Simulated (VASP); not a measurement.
# ScGa4 (P4/mmm) in VASP: notebook

The runs below take ScGa4 through single point, relaxation of cell and atoms, with PBE.

Program: VASP 6.6.1. These are calculated values, not measurements. Logs are shortened: lines on timing, memory, paths and dates and some standing lists are left out, and cuts for length are marked.

## Step 1: The cell of the first run

The structure is tetragonal, space group P4/mmm (No. 123). The conventional cell has a = 5.845 Å, b = 5.845 Å, c = 2.985 Å, α = 90.00°, β = 90.00°, γ = 90.00°. Sc (site symmetry 4/mmm) has 2 Sc at 2.99 Å and 16 Ga at 3.49 Å within 3.9 Å. Within 3.1 Å of Ga (site symmetry m2m) lie 5 Ga at 2.36 to 2.99 Å.

The cell was built from a structure type or drawn by symmetry, and may not be a known phase.

## Step 2: Single point, PBE

Contents of INCAR:

```
SYSTEM = ScGa4
ALGO     = Normal         ! electronic algorithm
EDIFF    = 1E-6           ! SCF threshold, eV
ENCUT    = 520            ! plane-wave cutoff, eV
GGA      = PE             ! functional
ISIF     = 2              ! what is computed and relaxed
ISMEAR   = 0              ! smearing method
LASPH    = .True.         ! aspherical terms in the spheres
LCHARG   = .False.        ! write CHGCAR
LREAL    = .False.        ! projectors in reciprocal space
LWAVE    = .False.        ! write WAVECAR
NBANDS   = 40             ! bands
NELM     = 100            ! most SCF steps
PREC     = Accurate       ! precision mode
SIGMA    = 0.1            ! smearing width, eV
```

Contents of KPOINTS:

```
k-points
0
Gamma
  4 4 6
  0 0 0
```

Contents of POSCAR:

```
ScGa4
1.0
    5.8445942076      0.0000000000      0.0000000000
    0.0000000000      5.8445942076      0.0000000000
    0.0000000000      0.0000000000      2.9851621984
Sc Ga
1 4
Direct
    0.0000000000      0.0000000000      0.5000000000
    0.2015757688      0.5000000000      0.0000000000
    0.7984242312      0.5000000000      0.0000000000
    0.5000000000      0.2015757688      0.0000000000
    0.5000000000      0.7984242312      0.0000000000
```

Potentials or basis: VASP PAW PBE potentials, release 64 (Sc_sv, Ga_d).

Started as:

```
> cat potpaw_PBE.64/Sc_sv/POTCAR potpaw_PBE.64/Ga_d/POTCAR > POTCAR
> mpirun -np 1 vasp_std > vasp.out
```

OUTCAR:

```text
SYSTEM = ScGa4
   EDIFF = 1E-6
   ENCUT = 520
   GGA = PE
   ISIF = 2
   ISMEAR = 0
   LASPH = .True.
   LREAL = .False.
   NELM = 100
   PREC = Accurate

 ion  position               nearest neighbor table
   1  0.000  0.000  0.500-
   2  0.202  0.500  0.000-   3 2.36   4 2.47   5 2.47
   3  0.798  0.500  0.000-   2 2.36   4 2.47   5 2.47
   4  0.500  0.202  0.000-   5 2.36   3 2.47   2 2.47
   5  0.500  0.798  0.000-   4 2.36   3 2.47   2 2.47

  LATTYP: Found a simple tetragonal cell.
 ALAT       =     5.8445942076
 C/A-ratio  =     0.5107561094

  Lattice vectors:

 A1 = (   5.8445942076,   0.0000000000,   0.0000000000)
 A2 = (   0.0000000000,   5.8445942076,   0.0000000000)
 A3 = (   0.0000000000,   0.0000000000,   2.9851621984)

Analysis of symmetry for initial positions (statically):
=====================================================================
 Subroutine PRICEL returns:
 Original cell was already a primitive cell.

 Routine SETGRP: Setting up the symmetry group for a
 simple tetragonal supercell.

 Subroutine GETGRP returns: Found 16 space group operations
 (whereof 16 operations were pure point group operations)
 out of a pool of 16 trial point group operations.

The static configuration has the point symmetry D_4h.

Analysis of symmetry for dynamics (positions and initial velocities):
=====================================================================
 Subroutine PRICEL returns:
 Original cell was already a primitive cell.

 Routine SETGRP: Setting up the symmetry group for a
 simple tetragonal supercell.

 Subroutine GETGRP returns: Found 16 space group operations
 (whereof 16 operations were pure point group operations)
 out of a pool of 16 trial point group operations.

The dynamic configuration has the point symmetry D_4h.

 Subroutine INISYM returns: Found 16 space group operations
 (whereof 16 operations are pure point group operations),
 and found     1 'primitive' translations

----------------------------------------------------------------------------------------

                                     Primitive cell

  volume of cell :     101.9710

  direct lattice vectors                    reciprocal lattice vectors
     5.844594208  0.000000000  0.000000000     0.171098277  0.000000000  0.000000000
     0.000000000  5.844594208  0.000000000     0.000000000  0.171098277  0.000000000
     0.000000000  0.000000000  2.985162198     0.000000000  0.000000000  0.334990173

  length of vectors
     5.844594208  5.844594208  2.985162198     0.171098277  0.171098277  0.334990173

  position of ions in fractional coordinates (direct lattice)
     0.000000000  0.000000000  0.500000000
     0.201575769  0.500000000  0.000000000
     0.798424231  0.500000000  0.000000000
     0.500000000  0.201575769  0.000000000
     0.500000000  0.798424231  0.000000000

  ion indices of the primitive-cell ions
   primitive index   ion index
                 1           1
                 2           2
                 3           3
                 4           4
                 5           5

----------------------------------------------------------------------------------------

 KPOINTS: k-points

Automatic generation of k-mesh.
 Grid dimensions read from file:
 generate k-points for:    4    4    6

 Generating k-lattice:

  Cartesian coordinates                     Fractional coordinates (reciprocal lattice)
     0.042774569  0.000000000  0.000000000     0.250000000  0.000000000  0.000000000
     0.000000000  0.042774569  0.000000000     0.000000000  0.250000000  0.000000000
     0.000000000  0.000000000  0.055831695     0.000000000  0.000000000  0.166666667

  Length of vectors
     0.042774569  0.042774569  0.055831695

  Shift w.r.t. Gamma in fractional coordinates (k-lattice)
     0.000000000  0.000000000  0.000000000

 Subroutine IBZKPT returns following result:
 ===========================================

 Found     24 irreducible k-points:

 Following reciprocal coordinates:
            Coordinates               Weight
  0.000000  0.000000  0.000000      1.000000
  0.250000  0.000000  0.000000      4.000000
  0.500000  0.000000  0.000000      2.000000
  0.250000  0.250000  0.000000      4.000000
  0.500000  0.250000  0.000000      4.000000
  0.500000  0.500000  0.000000      1.000000
[... 16 lines left out ...]
  0.500000  0.250000  0.500000      4.000000
  0.500000  0.500000  0.500000      1.000000
   k-points           NKPTS =     24   k-points in BZ     NKDIM =     24   number of bands    NBANDS=     40
   number of dos      NEDOS =    301   number of ions     NIONS =      5
   total plane-waves  NPLWV =  55296
   dimension x,y,z NGX =    48 NGY =   48 NGZ =   24
   dimension x,y,z NGXF=    96 NGYF=   96 NGZF=   48
   ions per type =               1   4
   NGX,Y,Z   is equivalent  to a cutoff of  13.65, 13.65, 13.37 a.u.
   NGXF,Y,Z  is equivalent  to a cutoff of  27.31, 27.31, 26.73 a.u.
 SYSTEM =  ScGa4
   PREC   = accura    normal or accurate (medium, high low for compatibility)
   ISTART =      0    job   : 0-new  1-cont  2-samecut
   ICHARG =      2    charge: 1-file 2-atom 10-const
   ISPIN  =      1    spin polarized calculation?
   LNONCOLLINEAR =      F non collinear calculations
   LSORBIT =      F    spin-orbit coupling
   LASPH  =      T    aspherical Exc in radial PAW
   ENCUT  =  520.0 eV  38.22 Ry    6.18 a.u.  10.87 10.87  5.55*2*pi/ulx,y,z
   NELM   =    100;   NELMIN=  2; NELMDL= -5     # of ELM steps
   EDIFF  = 0.1E-05   stopping-criterion for ELM
   LREAL  =      F    real-space projection
   EDIFFG = 0.1E-04   stopping-criterion for IOM
   NSW    =      0    number of steps for IOM
   IBRION =     -1    ionic relax: 0-MD 1-quasi-New 2-CG
   NFREE  =      0    steps in history (QN), initial steepest desc. (CG)
   ISIF   =      2    stress and relaxation
   ISYM   =      2    0-nonsym 1-usesym 2-fastsym
   POTIM  = 0.5000    time-step for ionic-motion
   TEBEG  =    0.0;   TEEND  =   0.0 temperature during run
   PSTRESS=    0.0 pullay stress
   NELECT =      63.0000    total number of electrons
   NUPDOWN=      -1.0000    fix difference up-down
   EMIN   =  10.00;   EMAX   =-10.00  energy-range for DOS
   EFERMI =   0.00;   METHOD = LEGACY
   ISMEAR =     0;   SIGMA  =   0.10  broadening in eV -4-tet -1-fermi 0-gaus
   EFERMI_NEDOS =   21; number of points for ismear=-14 and -15
   IALGO  =     38    algorithm
   IMIX   =      4    mixing-type and parameters
     AMIX     =   0.40;   BMIX     =  1.00
     AMIX_MAG =   1.60;   BMIX_MAG =  1.00
  volume/ion in A,a.u.               =      20.39       137.63
  Fermi-wavevector in a.u.,A,eV,Ry     =   1.394321  2.634885 26.451512  1.944131
  Thomas-Fermi vector in A             =   2.517882
   LORBIT       =      0    0 simple, 1 ext, 2 COOP (PROOUT), +10 PAW based schemes
   GGA     = PE    functional components
   LHFCALC =     F    Hartree Fock is set to
   AEXX    =    0.0000 exact exchange contribution
   IVDW    =     0    specifies the selected vdW correction
   LEPSILON=     F    determine dielectric tensor
   LRPA    =     F    only Hartree local field effects (RPA)
 non-spin polarized calculation
 Gauss-broadening in eV      SIGMA  =   0.10
  energy-cutoff  :      520.00
  volume of cell :      101.97
 maximum number of plane-waves:      2780
 NGX is ok and might be reduce to    48
   NGX = 21   NGY = 21   NGZ = 11

 number of electron      62.9999982 magnetization

 Free energy of the ion-electron system (eV)
  ---------------------------------------------------
  ext. energy  EPLUGINS =         0.00000000
  ---------------------------------------------------
  free energy    TOTEN  =       -17.77410037 eV

  energy without entropy =      -17.76130173  energy(sigma->0) =      -17.76770105

 E-fermi :   5.0866     XC(G=0): -10.5413

 val. band max:        5.0699780134   @ k =   0.0000   0.0000   0.3333
 cond. band min:       5.0989237167   @ k =   0.2500   0.2500   0.0000
 fundamental gap:      0.0289457033
 Fermi energy:         5.0865643749

 k-point     1 :       0.0000    0.0000    0.0000
  band No.  band energies     occupation
      1     -45.2658      2.00000
      2     -23.9609      2.00000
      3     -23.9609      2.00000
      4     -23.4772      2.00000
      5     -10.4754      2.00000
      6     -10.2018      2.00000
[... 32 lines left out ...]
     39      10.5392      0.00000
     40      12.3057      0.00000

 k-point     2 :       0.2500    0.0000    0.0000
  band No.  band energies     occupation
      1     -45.2658      2.00000
      2     -23.9610      2.00000
      3     -23.9608      2.00000
      4     -23.4772      2.00000
      5     -10.4361      2.00000
      6     -10.2505      2.00000
[... 32 lines left out ...]
     39       9.3262      0.00000
     40      10.8493      0.00000

 k-point     3 :       0.5000    0.0000    0.0000
  band No.  band energies     occupation
      1     -45.2658      2.00000
      2     -23.9612      2.00000
      3     -23.9608      2.00000
      4     -23.4772      2.00000
      5     -10.3580      2.00000
      6     -10.3270      2.00000
[... 32 lines left out ...]
     39      10.6867      0.00000
     40      10.9486      0.00000

 k-point     4 :       0.2500    0.2500    0.0000
  band No.  band energies     occupation
      1     -45.2658      2.00000
      2     -23.9610      2.00000
      3     -23.9610      2.00000
      4     -23.4772      2.00000
      5     -10.4017      2.00000
      6     -10.3024      2.00000
[... 32 lines left out ...]
     39      10.1957      0.00000
     40      10.5646      0.00000
[... 772 lines left out ...]
     39       7.4826      0.00000
     40       9.0394      0.00000

 k-point    23 :       0.5000    0.2500    0.5000
  band No.  band energies     occupation
      1     -45.2113      2.00000
      2     -23.9319      2.00000
      3     -23.9091      2.00000
      4     -23.9091      2.00000
      5     -10.3258      2.00000
      6     -10.2813      2.00000
[... 32 lines left out ...]
     39       7.8609      0.00000
     40       9.7825      0.00000

 k-point    24 :       0.5000    0.5000    0.5000
  band No.  band energies     occupation
      1     -45.2113      2.00000
      2     -23.9318      2.00000
      3     -23.9091      2.00000
      4     -23.9091      2.00000
      5     -10.3510      2.00000
      6     -10.2404      2.00000
[... 32 lines left out ...]
     39       8.8020      0.00000
     40       8.8278      0.00000

------------------------ aborting loop because EDIFF is reached ----------------------------------------

  FORCE on cell =-STRESS in cart. coord.  units (eV):
  Direction    XX          YY          ZZ          XY          YZ          ZX
  --------------------------------------------------------------------------------------
  -------------------------------------------------------------------------------------
  Total        0.1770846      0.1770846      0.1902138      0.0000000     -0.0000000      0.0000000
  in kB        2.7823697      2.7823697      2.9886557      0.0000000     -0.0000000      0.0000000
  external PRESSURE =       2.8511317 kB  Pullay stress =       0.0000000 kB

 VOLUME and BASIS-vectors are now :
 -----------------------------------------------------------------------------
  energy-cutoff  :      520.00
  volume of cell :      101.97
      direct lattice vectors                 reciprocal lattice vectors
     5.844594208  0.000000000  0.000000000     0.171098277  0.000000000  0.000000000
     0.000000000  5.844594208  0.000000000     0.000000000  0.171098277  0.000000000
     0.000000000  0.000000000  2.985162198     0.000000000  0.000000000  0.334990173

 POSITION                                       TOTAL-FORCE (eV/Angst)
 -----------------------------------------------------------------------------------
      0.00000      0.00000      1.49258        -0.000000      0.000000      0.000000
      1.17813      2.92230      0.00000        -0.002800     -0.000000      0.000000
      4.66647      2.92230      0.00000         0.002800     -0.000000      0.000000
      2.92230      1.17813      0.00000        -0.000000     -0.002800     -0.000000
      2.92230      4.66647      0.00000        -0.000000      0.002800      0.000000
 -----------------------------------------------------------------------------------
    total drift:                                0.000000     -0.000000      0.000000

  FREE ENERGIE OF THE ION-ELECTRON SYSTEM (eV)
  ---------------------------------------------------
  free  energy   TOTEN  =       -17.7741003723 eV

  energy  without entropy=      -17.7613017307  energy(sigma->0) =      -17.76770105
```

Wall time 99 s (1 thread of Intel Xeon Platinum 8488C (Sapphire Rapids), shared host); peak memory 0.26 GiB.

Results:

```
Free energy            : -17.7741 eV
Pressure               : 0.3 GPa
Band gap on the k mesh : zero (an odd number of electrons rules out a gap without spin polarisation)
```

Forces in eV/Å, atoms in the order of the input:
```
Sc   0.000  0.000  0.000
Ga  -0.003  0.000  0.000
Ga   0.003  0.000  0.000
Ga   0.000 -0.003  0.000
Ga   0.000  0.003  0.000
```

(Continued in part 2 of 2.)
